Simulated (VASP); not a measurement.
# MoS2 (R3m) in VASP: a series of runs

MoS2 is run at these levels: PBEsol; tasks: single point.

Everything below comes from runs of VASP 6.6.1. Logs are shortened: lines on timing, memory, paths and dates and some standing lists are left out, and cuts for length are marked.

### Step 1. The cell of the first run

It takes space group R3m (No. 160, trigonal). Conventional cell: a = 3.160 Å, b = 3.160 Å, c = 18.450 Å, α = 90.00°, β = 90.00°, γ = 120.00°. Within 3.2 Å of Mo (site symmetry 3m) lie 6 S at 2.39 Å and 6 Mo at 3.16 Å. S (site symmetry 3m) has 3 Mo at 2.39 Å and 7 S at 3.08 to 3.16 Å within 3.2 Å. Within 3.2 Å of S (site symmetry 3m) lie 3 Mo at 2.39 Å and 7 S at 3.08 to 3.16 Å.

### Step 2. Single point, PBEsol

INCAR

```
PREC = Accurate ; ENCUT = 520
EDIFF = 1E-6 ; ISMEAR = -1
SIGMA = 0.05 ; LREAL = F
LASPH = T ; NELM = 100
ALGO = Normal ; ISIF = 2
LWAVE = F ; LCHARG = T
GGA = PS ; LELF = T
LVHAR = T ; NBANDS = 20
```

KPOINTS

```
regular mesh
0
Gamma
  10 10 10
```

POSCAR

```
MoS2
1.0
    1.5800000000      0.9122134253      6.1500000000
   -1.5800000000      0.9122134253      6.1500000000
    0.0000000000     -1.8244268506      6.1500000000
Mo S
1 2
Direct
    0.0000000000      0.0000000000      0.0000000000
    0.4170000000      0.4170000000      0.4170000000
    0.2500000000      0.2500000000      0.2500000000
```

Potentials or basis: VASP PAW PBE potentials, release 64 (Mo_sv, S).

Command:

```console
$ cat potpaw_PBE.64/Mo_sv/POTCAR potpaw_PBE.64/S/POTCAR > POTCAR
$ mpirun -np 1 vasp_std > vasp.out
```

OUTCAR:

```text
PREC = Accurate
   ENCUT = 520
   EDIFF = 1E-6
   ISMEAR = -1
   LREAL = F
   LASPH = T
   NELM = 100
   ISIF = 2
   GGA = PS

 ion  position               nearest neighbor table
   1  0.000  0.000  0.000-   3 2.39   3 2.39   3 2.39   2 2.39   2 2.39   2 2.39
   2  0.417  0.417  0.417-   1 2.39   1 2.39   1 2.39
   3  0.250  0.250  0.250-   1 2.39   1 2.39   1 2.39

  LATTYP: Found a trigonal (rhomboedric) cell.
 ALAT       =     6.4149071181
 COS(alpha) =     0.8786713335

  Lattice vectors:

 A1 = (   1.5800000000,   0.9122134253,   6.1500000000)
 A2 = (  -1.5800000000,   0.9122134253,   6.1500000000)
 A3 = (   0.0000000000,  -1.8244268506,   6.1500000000)

Analysis of symmetry for initial positions (statically):
=====================================================================
 Subroutine PRICEL returns:
 Original cell was already a primitive cell.

 Routine SETGRP: Setting up the symmetry group for a
 trigonal (rhombohedral) supercell.

 Subroutine GETGRP returns: Found  6 space group operations
 (whereof  6 operations were pure point group operations)
 out of a pool of 12 trial point group operations.

The static configuration has the point symmetry C_3v.

Analysis of symmetry for dynamics (positions and initial velocities):
=====================================================================
 Subroutine PRICEL returns:
 Original cell was already a primitive cell.

 Routine SETGRP: Setting up the symmetry group for a
 trigonal (rhombohedral) supercell.

 Subroutine GETGRP returns: Found  6 space group operations
 (whereof  6 operations were pure point group operations)
 out of a pool of 12 trial point group operations.

The dynamic configuration has the point symmetry C_3v.

 Subroutine INISYM returns: Found  6 space group operations
 (whereof  6 operations are pure point group operations),
 and found     1 'primitive' translations

----------------------------------------------------------------------------------------

                                     Primitive cell

  volume of cell :      53.1839

  direct lattice vectors                    reciprocal lattice vectors
     1.580000000  0.912213425  6.150000000     0.316455696  0.182705781  0.054200542
    -1.580000000  0.912213425  6.150000000    -0.316455696  0.182705781  0.054200542
     0.000000000 -1.824426851  6.150000000     0.000000000 -0.365411563  0.054200542

  length of vectors
     6.414907118  6.414907118  6.414907118     0.369409406  0.369409406  0.369409406

  position of ions in fractional coordinates (direct lattice)
     0.000000000  0.000000000  0.000000000
     0.417000000  0.417000000  0.417000000
     0.250000000  0.250000000  0.250000000

  ion indices of the primitive-cell ions
   primitive index   ion index
                 1           1
                 2           2
                 3           3

----------------------------------------------------------------------------------------

 KPOINTS: regular mesh

Automatic generation of k-mesh.
 Grid dimensions read from file:
 generate k-points for:   10   10   10

 Generating k-lattice:

  Cartesian coordinates                     Fractional coordinates (reciprocal lattice)
     0.031645570  0.018270578  0.005420054     0.100000000  0.000000000  0.000000000
    -0.031645570  0.018270578  0.005420054     0.000000000  0.100000000  0.000000000
     0.000000000 -0.036541156  0.005420054     0.000000000  0.000000000  0.100000000

  Length of vectors
     0.036940941  0.036940941  0.036940941

  Shift w.r.t. Gamma in fractional coordinates (k-lattice)
     0.000000000  0.000000000  0.000000000

 Subroutine IBZKPT returns following result:
 ===========================================

 Found    116 irreducible k-points:

 Following reciprocal coordinates:
            Coordinates               Weight
  0.000000  0.000000  0.000000      1.000000
  0.100000 -0.000000  0.000000      6.000000
  0.200000 -0.000000  0.000000      6.000000
  0.300000 -0.000000 -0.000000      6.000000
  0.400000 -0.000000 -0.000000      6.000000
  0.500000 -0.000000 -0.000000      3.000000
[... 16 lines left out ...]
  0.300000  0.300000  0.000000      6.000000
  0.400000  0.300000  0.000000     12.000000
 [... further k-points ...]
   k-points           NKPTS =    116   k-points in BZ     NKDIM =    116   number of bands    NBANDS=     20
   number of dos      NEDOS =    301   number of ions     NIONS =      3
   total plane-waves  NPLWV = 110592
   dimension x,y,z NGX =    48 NGY =   48 NGZ =   48
   dimension x,y,z NGXF=    96 NGYF=   96 NGZF=   96
   ions per type =               1   2
   NGX,Y,Z   is equivalent  to a cutoff of  12.44, 12.44, 12.44 a.u.
   NGXF,Y,Z  is equivalent  to a cutoff of  24.88, 24.88, 24.88 a.u.
 SYSTEM =  unknown system
   PREC   = accura    normal or accurate (medium, high low for compatibility)
   ISTART =      0    job   : 0-new  1-cont  2-samecut
   ICHARG =      2    charge: 1-file 2-atom 10-const
   ISPIN  =      1    spin polarized calculation?
   LNONCOLLINEAR =      F non collinear calculations
   LSORBIT =      F    spin-orbit coupling
   LASPH  =      T    aspherical Exc in radial PAW
   ENCUT  =  520.0 eV  38.22 Ry    6.18 a.u.  11.93 11.93 11.93*2*pi/ulx,y,z
   NELM   =    100;   NELMIN=  2; NELMDL= -5     # of ELM steps
   EDIFF  = 0.1E-05   stopping-criterion for ELM
   LREAL  =      F    real-space projection
   EDIFFG = 0.1E-04   stopping-criterion for IOM
   NSW    =      0    number of steps for IOM
   IBRION =     -1    ionic relax: 0-MD 1-quasi-New 2-CG
   NFREE  =      0    steps in history (QN), initial steepest desc. (CG)
   ISIF   =      2    stress and relaxation
   ISYM   =      2    0-nonsym 1-usesym 2-fastsym
   POTIM  = 0.5000    time-step for ionic-motion
   TEBEG  =    0.0;   TEEND  =   0.0 temperature during run
   PSTRESS=    0.0 pullay stress
   NELECT =      26.0000    total number of electrons
   NUPDOWN=      -1.0000    fix difference up-down
   EMIN   =  10.00;   EMAX   =-10.00  energy-range for DOS
   EFERMI =   0.00;   METHOD = LEGACY
   ISMEAR =    -1;   SIGMA  =   0.05  broadening in eV -4-tet -1-fermi 0-gaus
   EFERMI_NEDOS =   21; number of points for ismear=-14 and -15
   IALGO  =     38    algorithm
   IMIX   =      4    mixing-type and parameters
     AMIX     =   0.40;   BMIX     =  1.00
     AMIX_MAG =   1.60;   BMIX_MAG =  1.00
  volume/ion in A,a.u.               =      17.73       119.63
  Fermi-wavevector in a.u.,A,eV,Ry     =   1.289652  2.437089 22.629252  1.663203
  Thomas-Fermi vector in A             =   2.421532
   LORBIT       =      0    0 simple, 1 ext, 2 COOP (PROOUT), +10 PAW based schemes
   GGA     = PS    functional components
   LHFCALC =     F    Hartree Fock is set to
   AEXX    =    0.0000 exact exchange contribution
   IVDW    =     0    specifies the selected vdW correction
   LEPSILON=     F    determine dielectric tensor
   LRPA    =     F    only Hartree local field effects (RPA)
 non-spin polarized calculation
  energy-cutoff  :      520.00
  volume of cell :       53.18
 maximum number of plane-waves:      1448
   NGX = 23   NGY = 23   NGZ = 23

 number of electron      25.9999998 magnetization

 Free energy of the ion-electron system (eV)
  ---------------------------------------------------
  ext. energy  EPLUGINS =         0.00000000
  ---------------------------------------------------
  free energy    TOTEN  =       -23.44426329 eV

  energy without entropy =      -23.44426210  energy(sigma->0) =      -23.44426270

 E-fermi :   7.9911     XC(G=0): -11.0041

 val. band max:        7.5817924650   @ k =   0.5000   0.5000   0.5000
 cond. band min:       8.5065774503   @ k =  -0.2000   0.2000   0.0000
 fundamental gap:      0.9247849853
 Fermi energy:         7.9911212033

 k-point     1 :       0.0000    0.0000    0.0000
  band No.  band energies     occupation
      1     -53.8941      2.00000
      2     -28.0980      2.00000
      3     -27.8601      2.00000
      4     -27.8601      2.00000
      5      -7.5419      2.00000
      6      -5.7964      2.00000
[... 12 lines left out ...]
     19      15.6147      0.00000
     20      15.9522      0.00000

 k-point     2 :       0.1000   -0.0000    0.0000
  band No.  band energies     occupation
      1     -53.8901      2.00000
      2     -28.0900      2.00000
      3     -27.9006      2.00000
      4     -27.8693      2.00000
      5      -7.3847      2.00000
      6      -5.7493      2.00000
[... 12 lines left out ...]
     19      16.0129      0.00000
     20      16.2798      0.00000

 k-point     3 :       0.2000   -0.0000    0.0000
  band No.  band energies     occupation
      1     -53.8795      2.00000
      2     -28.0691      2.00000
      3     -28.0052      2.00000
      4     -27.8931      2.00000
      5      -6.9469      2.00000
      6      -5.6180      2.00000
[... 12 lines left out ...]
     19      16.1494      0.00000
     20      16.5704      0.00000

 k-point     4 :       0.3000   -0.0000   -0.0000
  band No.  band energies     occupation
      1     -53.8664      2.00000
      2     -28.1322      2.00000
      3     -28.0431      2.00000
      4     -27.9224      2.00000
      5      -6.3351      2.00000
      6      -5.4372      2.00000
[... 12 lines left out ...]
     19      15.2495      0.00000
     20      15.7334      0.00000

 k-point     5 :       0.4000   -0.0000   -0.0000
  band No.  band energies     occupation
      1     -53.8558      2.00000
      2     -28.2332      2.00000
      3     -28.0220      2.00000
      4     -27.9460      2.00000
      5      -5.7505      2.00000
      6      -5.2743      2.00000
[... 12 lines left out ...]
     19      14.4762      0.00000
     20      15.0213      0.00000
[... 353 lines left out ...]
      6      -5.1722      2.00000
[... 12 lines left out ...]
     19      15.5664      0.00000
     20      16.5100      0.00000

 k-point    22 :      -0.2000    0.2000    0.0000
  band No.  band energies     occupation
      1     -53.8604      2.00000
      2     -28.1537      2.00000
      3     -28.0310      2.00000
      4     -27.9738      2.00000
      5      -6.0367      2.00000
      6      -5.3166      2.00000
[... 12 lines left out ...]
     19      15.6770      0.00000
     20      16.5399      0.00000

 k-point    23 :       0.3000    0.3000    0.0000
  band No.  band energies     occupation
      1     -53.8664      2.00000
      2     -28.1322      2.00000
      3     -28.0431      2.00000
      4     -27.9224      2.00000
      5      -6.2876      2.00000
      6      -5.5049      2.00000
[... 12 lines left out ...]
     19      15.3979      0.00000
     20      16.1191      0.00000

 k-point    24 :       0.4000    0.3000    0.0000
  band No.  band energies     occupation
      1     -53.8591      2.00000
      2     -28.1853      2.00000
      3     -28.0285      2.00000
      4     -27.9562      2.00000
      5      -5.8933      2.00000
      6      -5.3912      2.00000
[... 12 lines left out ...]
     19      15.1912      0.00000
     20      16.0943      0.00000

 [... further k-points ...]
[... 5 lines left out ...]
  --------------------------------------------------------------------------------------
  -------------------------------------------------------------------------------------
  Total       -0.2169905     -0.2169905      0.7618720      0.0000000     -0.0000000      0.0000000
  in kB       -6.5368926     -6.5368926     22.9515837      0.0000000     -0.0000000      0.0000000
  external PRESSURE =       3.2925995 kB  Pullay stress =       0.0000000 kB

 VOLUME and BASIS-vectors are now :
 -----------------------------------------------------------------------------
  energy-cutoff  :      520.00
  volume of cell :       53.18
      direct lattice vectors                 reciprocal lattice vectors
     1.580000000  0.912213425  6.150000000     0.316455696  0.182705781  0.054200542
    -1.580000000  0.912213425  6.150000000    -0.316455696  0.182705781  0.054200542
     0.000000000 -1.824426851  6.150000000     0.000000000 -0.365411563  0.054200542

 POSITION                                       TOTAL-FORCE (eV/Angst)
 -----------------------------------------------------------------------------------
      0.00000      0.00000      0.00000         0.000000     -0.000000      0.086100
      0.00000      0.00000      7.69365         0.000000      0.000000      0.173754
      0.00000      0.00000      4.61250         0.000000      0.000000     -0.259855
 -----------------------------------------------------------------------------------
    total drift:                                0.000000     -0.000000      0.000070

  FREE ENERGIE OF THE ION-ELECTRON SYSTEM (eV)
  ---------------------------------------------------
  free  energy   TOTEN  =       -23.4442632939 eV

  energy  without entropy=      -23.4442620967  energy(sigma->0) =      -23.44426270
```

Run time: 3.9 min. Hardware: 1 thread of Intel Xeon Platinum 8559C (Emerald Rapids), shared host; peak memory 0.37 GiB.

What came out:

```yaml
Free_energy: -23.4443 eV
Pressure: 0.3 GPa
Largest_force: 0.260 eV/Å
Band_gap_on_the_k_mesh: 0.92 eV, indirect (least direct gap 1.96 eV)
```

Forces on the atoms (eV/Å):
```
Mo   0.000  0.000  0.086
S    0.000  0.000  0.174
S    0.000  0.000 -0.260
```

Stress tensor (GPa, compression positive):
```
-0.65  0.00  0.00
 0.00 -0.65  0.00
 0.00  0.00  2.30
```

Caveat: the PAW data sets were made with another functional, which shifts forces and pressure a little. A k mesh can miss the band edges.

### Step 3. Single point, PBEsol (volume scaled by 0.98)

INCAR

```
ALGO     = Normal         # electronic algorithm
EDIFF    = 1E-6           # SCF threshold, eV
ENCUT    = 520            # plane-wave cutoff, eV
GGA      = PS             # functional
ISIF     = 2              # what is computed and relaxed
ISMEAR   = -1             # smearing method
LASPH    = T              # aspherical terms in the spheres
LCHARG   = F              # write CHGCAR
LREAL    = F              # projectors in reciprocal space
LWAVE    = F              # write WAVECAR
NBANDS   = 20             # bands
NELM     = 60             # most SCF steps
PREC     = Accurate       # precision mode
SIGMA    = 0.05           # smearing width, eV
```

KPOINTS

```
k-points
0
Gamma
  10 10 10
```

POSCAR

```
MoS2
1.0
    1.5693956536      0.9060910031      6.1087235885
   -1.5693956536      0.9060910031      6.1087235885
    0.0000000000     -1.8121820061      6.1087235885
Mo S
1 2
Direct
    0.0000000000      0.0000000000      0.0000000000
    0.4170000000      0.4170000000      0.4170000000
    0.2500000000      0.2500000000      0.2500000000
```

Potentials or basis: VASP PAW PBE potentials, release 64 (Mo_sv, S).

Command:

```console
$ cat potpaw_PBE.64/Mo_sv/POTCAR potpaw_PBE.64/S/POTCAR > POTCAR
$ mpirun -np 1 vasp_std > vasp.out
```

OUTCAR:

```text
EDIFF = 1E-6
   ENCUT = 520
   GGA = PS
   ISIF = 2
   ISMEAR = -1
   LASPH = T
   LREAL = F
   NELM = 60
   PREC = Accurate

 ion  position               nearest neighbor table
   1  0.000  0.000  0.000-   3 2.37   3 2.37   3 2.37   2 2.37   2 2.37   2 2.37
   2  0.417  0.417  0.417-   1 2.37   1 2.37   1 2.37
   3  0.250  0.250  0.250-   1 2.37   1 2.37   1 2.37

  LATTYP: Found a trigonal (rhomboedric) cell.
 ALAT       =     6.3718527529
 COS(alpha) =     0.8786713335

  Lattice vectors:
[... 192 lines left out ...]
      4     -27.5786      2.00000
      5      -7.4128      2.00000
      6      -5.5975      2.00000
[... 541 lines left out ...]
     19      15.5267      0.00000
     20      16.4371      0.00000

 [... further k-points ...]
[... 5 lines left out ...]
  --------------------------------------------------------------------------------------
  -------------------------------------------------------------------------------------
  Total        0.8166518      0.8166518      1.9008357      0.0000000      0.0000000      0.0000000
  in kB       25.1039171     25.1039171     58.4317863      0.0000000      0.0000000      0.0000000
  external PRESSURE =      36.2132068 kB  Pullay stress =       0.0000000 kB

 VOLUME and BASIS-vectors are now :
 -----------------------------------------------------------------------------
  energy-cutoff  :      520.00
  volume of cell :       52.12
      direct lattice vectors                 reciprocal lattice vectors
     1.569395654  0.906091003  6.108723589     0.318593975  0.183940317  0.054566773
    -1.569395654  0.906091003  6.108723589    -0.318593975  0.183940317  0.054566773
     0.000000000 -1.812182006  6.108723589     0.000000000 -0.367880635  0.054566773

 POSITION                                       TOTAL-FORCE (eV/Angst)
 -----------------------------------------------------------------------------------
      0.00000      0.00000      0.00000         0.000000      0.000000      0.089964
      0.00000      0.00000      7.64201         0.000000      0.000000      0.525085
      0.00000      0.00000      4.58154         0.000000     -0.000000     -0.615050
 -----------------------------------------------------------------------------------
    total drift:                                0.000000     -0.000000      0.000102

  FREE ENERGIE OF THE ION-ELECTRON SYSTEM (eV)
  ---------------------------------------------------
  free  energy   TOTEN  =       -23.4309133547 eV

  energy  without entropy=      -23.4309120698  energy(sigma->0) =      -23.43091271
```

stdout:

```text
POSCAR found type information on POSCAR MoS
 POSCAR found :  2 types and       3 ions
 scaLAPACK will be used
 -----------------------------------------------------------------------------
|                                                                             |
|                                                                             |
|     You enforced a specific xc type in the INCAR file but a different       |
|     I HOPE YOU KNOW WHAT YOU ARE DOING!                                     |
|                                                                             |
 -----------------------------------------------------------------------------

 LDA part: xc-table for (Slater+PW92), standard interpolation
 POSCAR, INCAR and KPOINTS ok, starting setup
 FFT: planning ... GRIDC
 FFT: planning ... GRID_SOFT
 FFT: planning ... GRID
 WAVECAR not read
 entering main loop
```

Run time: 2 min. Hardware: 1 thread of Intel Xeon 6975P-C (Granite Rapids), shared host; peak memory 0.37 GiB.

What came out:

- Free energy: -23.4309 eV
- Pressure: 3.6 GPa
- Largest force: 0.615 eV/Å
- Band gap on the k mesh: 0.91 eV, indirect (least direct gap 2.02 eV)

Forces in eV/Å, atoms in the order of the input:
```
Mo   0.000  0.000  0.090
S    0.000  0.000  0.525
S    0.000  0.000 -0.615
```

Stress tensor (GPa, compression positive):
```
2.51 0.00 0.00
0.00 2.51 0.00
0.00 0.00 5.84
```

Levels at points of the mesh, in eV from the valence-band top:
```
           k point  band 9  band 10  band 11  band 12  band 13  band 14  band 15  band 16  band 17  band 18
(0.00, 0.00, 0.00)   -3.59    -2.41    -2.41    -1.31    -1.25     2.04     2.04     2.52     2.52     5.47
(0.50, 0.00, 0.00)   -5.22    -4.18    -2.41    -1.69    -1.58     1.61     2.04     3.49     3.57     5.19
(0.50, 0.50, 0.00)   -4.92    -4.11    -3.01    -1.88    -1.40     1.56     2.17     3.00     4.02     5.95
(0.50, 0.50, 0.50)   -3.60    -3.60    -2.38    -2.38     0.00     2.15     2.15     2.38     2.38     5.53
```

Caveat: the PAW data sets were made with another functional, which shifts forces and pressure a little. A k mesh can miss the band edges.

(Continued in part 2 of 2.)
